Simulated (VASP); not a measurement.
# CrCuTe3 (P6/mmm) in VASP: a series of runs

Runs on CrCuTe3. Level: PBE. Tasks: single point.

Everything below comes from runs of VASP 6.6.1. Logs are shortened: lines on timing, memory, paths and dates and some standing lists are left out, and cuts for length are marked.

### Step 1. The cell of the first run

Symmetry: P6/mmm, No. 191, hexagonal system. The conventional cell has a = 5.137 Å, b = 5.137 Å, c = 6.035 Å, α = 90.00°, β = 90.00°, γ = 120.00°. Within 4.0 Å of Cr (site symmetry 6/mmm) lie 2 Cu at 3.02 Å and 12 Te at 3.96 Å. Cu (site symmetry 6/mmm) has 6 Te at 2.57 Å and 2 Cr at 3.02 Å within 3.4 Å. Te (site symmetry mmm) has 2 Cu at 2.57 Å and 4 Te at 2.57 Å within 3.4 Å.

### Step 2. Single point, PBE, collinear spin, ferromagnetic start

INCAR reads:

```
PREC = Accurate ; ENCUT = 520
EDIFF = 1E-6 ; ISMEAR = 0
SIGMA = 0.1 ; LREAL = F
LASPH = T ; NELM = 150
ALGO = Normal ; ISIF = 2
LWAVE = F ; LCHARG = T
ISPIN = 2 ; MAGMOM = 3 0 0 0 0
LORBIT = 11 ; LMAXMIX = 4
GGA = PE ; LELF = T
LVHAR = T ; NBANDS = 32
```

KPOINTS reads:

```
regular mesh
0
Gamma
  6 6 4
```

POSCAR reads:

```
CrCuTe3
1.0
    5.1372515100      0.0000000000      0.0000000000
   -2.5686257600      4.4489903200      0.0000000000
    0.0000000000      0.0000000000      6.0354357600
Cr Cu Te
1 1 3
Direct
    0.0000000000      0.0000000000      0.5000000000
    0.0000000000      0.0000000000      0.0000000000
    0.5000000000      0.0000000000      0.0000000000
    0.0000000000      0.5000000000      0.0000000000
    0.5000000000      0.5000000000      0.0000000000
```

Potentials or basis: VASP PAW PBE potentials, release 64 (Cr_pv, Cu, Te).

Command:

```
cat potpaw_PBE.64/Cr_pv/POTCAR potpaw_PBE.64/Cu/POTCAR potpaw_PBE.64/Te/POTCAR > POTCAR
mpirun -np 1 vasp_std > vasp.out
```

OUTCAR:

```text
PREC = Accurate
   ENCUT = 520
   EDIFF = 1E-6
   ISMEAR = 0
   LREAL = F
   LASPH = T
   NELM = 150
   ISIF = 2
   ISPIN = 2
   LORBIT = 11
   GGA = PE

 ion  position               nearest neighbor table
   1  0.000  0.000  0.500-
   2  0.000  0.000  0.000-   3 2.57   3 2.57   5 2.57   5 2.57   4 2.57   4 2.57
   3  0.500  0.000  0.000-   2 2.57   2 2.57   4 2.57   4 2.57   5 2.57   5 2.57
   4  0.000  0.500  0.000-   5 2.57   5 2.57   3 2.57   3 2.57   2 2.57   2 2.57
   5  0.500  0.500  0.000-   4 2.57   4 2.57   2 2.57   2 2.57   3 2.57   3 2.57

  LATTYP: Found a hexagonal cell.
 ALAT       =     5.1372515100
 C/A-ratio  =     1.1748375076

  Lattice vectors:

 A1 = (   5.1372515100,   0.0000000000,   0.0000000000)
 A2 = (  -2.5686257600,   4.4489903200,   0.0000000000)
 A3 = (   0.0000000000,   0.0000000000,   6.0354357600)

Analysis of symmetry for initial positions (statically):
=====================================================================
 Subroutine PRICEL returns:
 Original cell was already a primitive cell.

 Routine SETGRP: Setting up the symmetry group for a
 hexagonal supercell.

 Subroutine GETGRP returns: Found 24 space group operations
 (whereof 24 operations were pure point group operations)
 out of a pool of 24 trial point group operations.

The static configuration has the point symmetry D_6h.

Analysis of symmetry for dynamics (positions and initial velocities):
=====================================================================
 Subroutine PRICEL returns:
 Original cell was already a primitive cell.

 Routine SETGRP: Setting up the symmetry group for a
 hexagonal supercell.

 Subroutine GETGRP returns: Found 24 space group operations
 (whereof 24 operations were pure point group operations)
 out of a pool of 24 trial point group operations.

The dynamic configuration has the point symmetry D_6h.

Analysis of structural, dynamic, and magnetic symmetry:
=====================================================================
 Subroutine PRICEL returns:
 Original cell was already a primitive cell.

 Routine SETGRP: Setting up the symmetry group for a
 hexagonal supercell.

 Subroutine GETGRP returns: Found 24 space group operations
 (whereof 24 operations were pure point group operations)
 out of a pool of 24 trial point group operations.

The overall configuration has the point symmetry D_6h.

 Subroutine INISYM returns: Found 24 space group operations
 (whereof 24 operations are pure point group operations),
 and found     1 'primitive' translations

----------------------------------------------------------------------------------------

                                     Primitive cell

  volume of cell :     137.9434

  direct lattice vectors                    reciprocal lattice vectors
     5.137251510  0.000000000  0.000000000     0.194656617  0.112385050  0.000000000
    -2.568625760  4.448990320  0.000000000     0.000000000  0.224770100  0.000000000
     0.000000000  0.000000000  6.035435760     0.000000000  0.000000000  0.165688119

  length of vectors
     5.137251510  5.137251518  6.035435760     0.224770101  0.224770100  0.165688119

  position of ions in fractional coordinates (direct lattice)
     0.000000000  0.000000000  0.500000000
     0.000000000  0.000000000  0.000000000
     0.500000000  0.000000000  0.000000000
     0.000000000  0.500000000  0.000000000
     0.500000000  0.500000000  0.000000000

  ion indices of the primitive-cell ions
   primitive index   ion index
                 1           1
                 2           2
                 3           3
                 4           4
                 5           5

----------------------------------------------------------------------------------------

 KPOINTS: regular mesh

Automatic generation of k-mesh.
 Grid dimensions read from file:
 generate k-points for:    6    6    4

 Generating k-lattice:

  Cartesian coordinates                     Fractional coordinates (reciprocal lattice)
     0.032442770  0.018730842  0.000000000     0.166666667  0.000000000  0.000000000
     0.000000000  0.037461683  0.000000000     0.000000000  0.166666667  0.000000000
     0.000000000  0.000000000  0.041422030     0.000000000  0.000000000  0.250000000

  Length of vectors
     0.037461683  0.037461683  0.041422030

  Shift w.r.t. Gamma in fractional coordinates (k-lattice)
     0.000000000  0.000000000  0.000000000

 Subroutine IBZKPT returns following result:
 ===========================================

 Found     21 irreducible k-points:

 Following reciprocal coordinates:
            Coordinates               Weight
  0.000000  0.000000  0.000000      1.000000
  0.166667 -0.000000  0.000000      6.000000
  0.333333 -0.000000  0.000000      6.000000
  0.500000  0.000000  0.000000      3.000000
  0.166667  0.166667  0.000000      6.000000
  0.333333  0.166667  0.000000     12.000000
[... 13 lines left out ...]
  0.333333  0.166667  0.500000     12.000000
  0.333333  0.333333  0.500000      2.000000
   k-points           NKPTS =     21   k-points in BZ     NKDIM =     21   number of bands    NBANDS=     32
   number of dos      NEDOS =    301   number of ions     NIONS =      5
   total plane-waves  NPLWV =  76800
   dimension x,y,z NGX =    40 NGY =   40 NGZ =   48
   dimension x,y,z NGXF=    80 NGYF=   80 NGZF=   96
   ions per type =               1   1   3
   NGX,Y,Z   is equivalent  to a cutoff of  12.94, 12.94, 13.22 a.u.
   NGXF,Y,Z  is equivalent  to a cutoff of  25.89, 25.89, 26.44 a.u.
 SYSTEM =  unknown system
   PREC   = accura    normal or accurate (medium, high low for compatibility)
   ISTART =      0    job   : 0-new  1-cont  2-samecut
   ICHARG =      2    charge: 1-file 2-atom 10-const
   ISPIN  =      2    spin polarized calculation?
   LNONCOLLINEAR =      F non collinear calculations
   LSORBIT =      F    spin-orbit coupling
   LASPH  =      T    aspherical Exc in radial PAW
   ENCUT  =  520.0 eV  38.22 Ry    6.18 a.u.   9.55  9.55 11.22*2*pi/ulx,y,z
   NELM   =    150;   NELMIN=  2; NELMDL= -5     # of ELM steps
   EDIFF  = 0.1E-05   stopping-criterion for ELM
   LREAL  =      F    real-space projection
   EDIFFG = 0.1E-04   stopping-criterion for IOM
   NSW    =      0    number of steps for IOM
   IBRION =     -1    ionic relax: 0-MD 1-quasi-New 2-CG
   NFREE  =      0    steps in history (QN), initial steepest desc. (CG)
   ISIF   =      2    stress and relaxation
   ISYM   =      2    0-nonsym 1-usesym 2-fastsym
   POTIM  = 0.5000    time-step for ionic-motion
   TEBEG  =    0.0;   TEEND  =   0.0 temperature during run
   PSTRESS=    0.0 pullay stress
   NELECT =      41.0000    total number of electrons
   NUPDOWN=      -1.0000    fix difference up-down
   EMIN   =  10.00;   EMAX   =-10.00  energy-range for DOS
   EFERMI =   0.00;   METHOD = LEGACY
   ISMEAR =     0;   SIGMA  =   0.10  broadening in eV -4-tet -1-fermi 0-gaus
   EFERMI_NEDOS =   21; number of points for ismear=-14 and -15
   IALGO  =     38    algorithm
   IMIX   =      4    mixing-type and parameters
     AMIX     =   0.40;   BMIX     =  1.00
     AMIX_MAG =   1.60;   BMIX_MAG =  1.00
  volume/ion in A,a.u.               =      27.59       186.18
  Fermi-wavevector in a.u.,A,eV,Ry     =   1.092536  2.064594 16.240393  1.193635
  Thomas-Fermi vector in A             =   2.228804
   LORBIT       =     11    0 simple, 1 ext, 2 COOP (PROOUT), +10 PAW based schemes
   GGA     = PE    functional components
   LHFCALC =     F    Hartree Fock is set to
   AEXX    =    0.0000 exact exchange contribution
   IVDW    =     0    specifies the selected vdW correction
   LEPSILON=     F    determine dielectric tensor
   LRPA    =     F    only Hartree local field effects (RPA)
 spin polarized calculation
 Gauss-broadening in eV      SIGMA  =   0.10
  energy-cutoff  :      520.00
  volume of cell :      137.94
 maximum number of plane-waves:      3766
 NGX is ok and might be reduce to    40
   NGX = 19   NGY = 19   NGZ = 23

 number of electron      40.9999996 magnetization       5.3672081

 Free energy of the ion-electron system (eV)
  ---------------------------------------------------
  ext. energy  EPLUGINS =         0.00000000
  ---------------------------------------------------
  free energy    TOTEN  =       -11.69844847 eV

  energy without entropy =      -11.69094552  energy(sigma->0) =      -11.69469699

 E-fermi :   6.3526     XC(G=0):  -8.9475

 val. band max:        6.3218396159   @ k =   0.3333   0.1667   0.0000
 cond. band min:       6.3835877161   @ k =   0.1667  -0.0000   0.2500
 fundamental gap:      0.0617481003
 Fermi energy:         6.3525614951

 spin component 1

 k-point     1 :       0.0000    0.0000    0.0000
  band No.  band energies     occupation
      1     -37.0485      1.00000
      2     -36.9874      1.00000
      3     -36.9874      1.00000
      4     -10.8960      1.00000
      5      -3.9293      1.00000
      6      -3.7990      1.00000
[... 724 lines left out ...]
     31      12.0756      0.00000
     32      12.1435      0.00000
 Fermi energy:         6.3525614951

 spin component 2

 k-point     1 :       0.0000    0.0000    0.0000
  band No.  band energies     occupation
      1     -32.8756      1.00000
      2     -32.7281      1.00000
      3     -32.7280      1.00000
      4     -10.8842      1.00000
      5      -3.9058      1.00000
      6      -3.7946      1.00000
[... 724 lines left out ...]
     31      12.1376      0.00000
     32      12.6821      0.00000

------------------------ aborting loop because EDIFF is reached ----------------------------------------

  FORCE on cell =-STRESS in cart. coord.  units (eV):
  Direction    XX          YY          ZZ          XY          YZ          ZX
  --------------------------------------------------------------------------------------
  -------------------------------------------------------------------------------------
  Total       46.0721036     46.0721038     -3.8332685     -0.0000001     -0.0000000      0.0000000
  in kB      535.1157133    535.1157149    -44.5224338     -0.0000006     -0.0000000      0.0000000
  external PRESSURE =     341.9029981 kB  Pullay stress =       0.0000000 kB

 VOLUME and BASIS-vectors are now :
 -----------------------------------------------------------------------------
  energy-cutoff  :      520.00
  volume of cell :      137.94
      direct lattice vectors                 reciprocal lattice vectors
     5.137251510  0.000000000  0.000000000     0.194656617  0.112385050  0.000000000
    -2.568625760  4.448990320  0.000000000     0.000000000  0.224770100  0.000000000
     0.000000000  0.000000000  6.035435760     0.000000000  0.000000000  0.165688119

 POSITION                                       TOTAL-FORCE (eV/Angst)
 -----------------------------------------------------------------------------------
      0.00000      0.00000      3.01772        -0.000000      0.000000      0.000000
      0.00000      0.00000      0.00000        -0.000000      0.000000      0.000000
      2.56863      0.00000      0.00000         0.000000      0.000000      0.000000
     -1.28431      2.22450      0.00000         0.000000      0.000000      0.000000
      1.28431      2.22450      0.00000        -0.000000      0.000000      0.000000
 -----------------------------------------------------------------------------------
    total drift:                                0.000000     -0.000000     -0.000000

  FREE ENERGIE OF THE ION-ELECTRON SYSTEM (eV)
  ---------------------------------------------------
  free  energy   TOTEN  =       -11.6984484704 eV

  energy  without entropy=      -11.6909455186  energy(sigma->0) =      -11.69469699

 total charge

# of ion       s       p       d       tot
------------------------------------------
    1        0.212   6.010   4.251  10.473
    2        0.494   0.379   9.276  10.149
    3        1.453   2.047   0.188   3.689
    4        1.453   2.047   0.188   3.689
    5        1.453   2.047   0.188   3.689
--------------------------------------------------
tot          5.066  12.531  14.091  31.688

 magnetization (x)

# of ion       s       p       d       tot
------------------------------------------
    1        0.147   0.014   4.198   4.360
    2       -0.012   0.012   0.012   0.011
    3        0.003   0.003   0.001   0.007
    4        0.003   0.003   0.001   0.007
    5        0.003   0.003   0.001   0.007
--------------------------------------------------
tot          0.143   0.036   4.214   4.392
```

Run time: 12 min. Hardware: 1 thread of Oxide Virtual Turin-like, shared host; peak memory 0.38 GiB.

Results:

```yaml
Free_energy: -11.6984 eV
Pressure: 34.2 GPa
Net_moment: 5.37 μB per cell
Site_moments: Cr +4.36; Cu +0.01; Te +0.01 μB
Valence_electrons_inside_the_program's_atomic_spheres: Cr 10.47; Cu 10.15; Te 3.69
```

Stress tensor (GPa, compression positive):
```
53.51  0.00  0.00
 0.00 53.51  0.00
 0.00  0.00 -4.45
```

Levels at points of the mesh, in eV from the Fermi level:
Spin up:
| k point | band 19 | band 20 | band 21 | band 22 | band 23 | band 24 | band 25 | band 26 | band 27 | band 28 |
| --- | --- | --- | --- | --- | --- | --- | --- | --- | --- | --- |
| (0.00, 0.00, 0.00) | -0.74 | -0.68 | -0.68 | -0.62 | -0.62 | 0.56 | 2.53 | 3.48 | 4.50 | 4.50 |
| (0.50, 0.00, 0.00) | -0.92 | -0.77 | -0.54 | -0.51 | -0.40 | -0.05 | 0.32 | 0.80 | 1.02 | 3.54 |
| (0.00, 0.00, 0.50) | -0.99 | -0.67 | -0.67 | -0.45 | -0.09 | -0.09 | 2.96 | 3.11 | 3.26 | 3.26 |
| (0.50, 0.00, 0.50) | -0.93 | -0.73 | -0.61 | -0.61 | -0.59 | -0.57 | -0.20 | 2.71 | 2.99 | 4.34 |
Spin down:
```
           k point  band 14  band 15  band 16  band 17  band 18  band 19  band 20  band 21  band 22  band 23
(0.00, 0.00, 0.00)    -3.58    -3.58    -2.46    -0.62    -0.62    -0.07     2.69     2.69     3.04     3.04
(0.50, 0.00, 0.00)    -3.13    -1.95    -1.88    -1.48    -0.72    -0.60     1.20     1.47     1.62     2.81
(0.00, 0.00, 0.50)    -3.58    -3.58    -2.14    -0.80    -0.80     1.11     1.94     3.06     3.06     3.16
(0.50, 0.00, 0.50)    -3.19    -1.96    -1.87    -1.37    -0.84    -0.59     0.34     2.56     2.74     3.05
```

Caveat: spin-orbit coupling is left out, which moves the levels of the heavy elements; only a ferromagnetic start was run, and an antiferromagnetic order may lie lower in energy.

### Step 3. Single point, PBE, collinear spin, ferromagnetic start

This run uses another cell than the first one, of 32.74 Å³/atom, 1.187 times its volume.

INCAR reads:

```
PREC = Accurate
ENCUT = 520
EDIFF = 1E-7
ISMEAR = 0
SIGMA = 0.1
LREAL = F
LASPH = T
NELM = 150
ALGO = Normal
ISIF = 2
LWAVE = F
LCHARG = F
ISPIN = 2
MAGMOM = 3 0 0 0 0
LORBIT = 11
LMAXMIX = 4
GGA = PE
NBANDS = 32
```

KPOINTS reads:

```
Automatic mesh
0
Gamma
  6 6 4
```

POSCAR: that of step 2 with these lines changed.

```diff
@@ -2,5 +2,5 @@
 1.0
-    5.1372515100      0.0000000000      0.0000000000
-   -2.5686257600      4.4489903200      0.0000000000
-    0.0000000000      0.0000000000      6.0354357600
+    6.1252164106      0.0000000034      0.0000000000
+   -3.0626082083      5.3045930135      0.0000000000
+    0.0000000000      0.0000000000      5.0386031036
 Cr Cu Te
```

Potentials or basis: VASP PAW PBE potentials, release 64 (Cr_pv, Cu, Te).

Command:

```
cat potpaw_PBE.64/Cr_pv/POTCAR potpaw_PBE.64/Cu/POTCAR potpaw_PBE.64/Te/POTCAR > POTCAR
mpirun -np 1 vasp_std > vasp.out
```

Run time: 17 min. Hardware: 1 thread of Oxide Virtual Turin-like, shared host; peak memory 0.42 GiB.

It converged, with:

```yaml
Free_energy: -18.6288 eV
Pressure: -0.4 GPa
Net_moment: 4.85 μB per cell
Site_moments: Cr +4.18; Cu +0.08; Te -0.02 μB
Valence_electrons_inside_the_program's_atomic_spheres: Cr 10.47; Cu 9.88; Te 3.28
```

Stress tensor (GPa, compression positive):
```
-0.43  0.00  0.00
 0.00 -0.43  0.00
 0.00  0.00 -0.35
```

Levels at points of the mesh, in eV from the Fermi level:
Spin up:
| k point | band 20 | band 21 | band 22 | band 23 | band 24 | band 25 | band 26 | band 27 |
| --- | --- | --- | --- | --- | --- | --- | --- | --- |
| (0.00, 0.00, 0.00) | -0.41 | -0.41 | -0.14 | -0.14 | 2.17 | 2.74 | 3.05 | 3.10 |
| (0.50, 0.00, 0.00) | -0.59 | -0.48 | -0.32 | -0.26 | 0.10 | 0.90 | 2.09 | 2.20 |
| (0.00, 0.00, 0.50) | -0.56 | -0.56 | 0.01 | 0.01 | 0.74 | 2.21 | 2.91 | 2.91 |
| (0.50, 0.00, 0.50) | -0.83 | -0.77 | -0.61 | -0.59 | -0.36 | 0.26 | 1.87 | 3.38 |
Spin down:
| k point | band 16 | band 17 | band 18 | band 19 | band 20 | band 21 |
| --- | --- | --- | --- | --- | --- | --- |
| (0.00, 0.00, 0.00) | -2.01 | -0.21 | -0.21 | 1.60 | 2.15 | 2.83 |
| (0.50, 0.00, 0.00) | -1.61 | -1.54 | -0.81 | -0.27 | 1.31 | 2.38 |
| (0.00, 0.00, 0.50) | -1.50 | -0.87 | -0.87 | 1.14 | 2.19 | 2.65 |
| (0.50, 0.00, 0.50) | -2.24 | -1.50 | -0.88 | -0.75 | 0.47 | 2.09 |

Caveat: spin-orbit coupling is left out, which moves the levels of the heavy elements; only a ferromagnetic start was run, and an antiferromagnetic order may lie lower in energy.
